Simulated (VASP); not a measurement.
A run of VASP 6.6.1 is set up as follows.

The input INCAR:

```
SYSTEM = ErCl
PREC = Accurate
ENCUT = 500
EDIFF = 1E-7
ISMEAR = 0
SIGMA = 0.1
LREAL = .False.
LASPH = .True.
NELM = 200
ALGO = Normal
ISIF = 3
LWAVE = .False.
LCHARG = .False.
GGA = PE
IBRION = 2
NSW = 100
EDIFFG = -0.01
GGA_COMPAT = .False.
NELMIN = 4
LMAXMIX = 6
```

File KPOINTS:

```
regular mesh
0
Gamma
  18 18 14
  0 0 0
```

File POSCAR:

```
ErCl
1.0
    3.4419924448      0.0000000000      0.0000000000
   -1.7209962224      2.9808528968      0.0000000000
    0.0000000000      0.0000000000      4.3445822907
Er Cl
1 1
Direct
    0.0000000000      0.0000000000      0.5000000000
    0.6666666667      0.3333333333      0.0000000000
```

Potentials or basis: VASP PAW PBE potentials, release 64 (Er_3, Cl), 4f in core.

The run is started by

```sh
$ cat potpaw_PBE.64/Er_3/POTCAR potpaw_PBE.64/Cl/POTCAR > POTCAR
$ mpirun -np 1 vasp_std > vasp.out
```

(1) Predict the relaxed volume.

(2) Estimate the space group after relaxing (to 0.1 Å).

(3) Estimate the band gap on the k mesh.

(4) Estimate the relaxed cell.

Answers

(1) 22.34 Å³/atom.

(2) P-6m2 (No. 187).

(3) zero (bands 8 and 9 overlap by 0.12 eV).

(4) a = 3.446 Å, b = 3.446 Å, c = 4.344 Å, α = 90.00°, β = 90.00°, γ = 120.00°.

Caveat: spin-orbit coupling is left out, which moves the levels of the heavy elements; the 4f electrons are frozen in the core, so they carry no moment and show no levels; the run has no spin polarisation, though such a crystal can be magnetic.
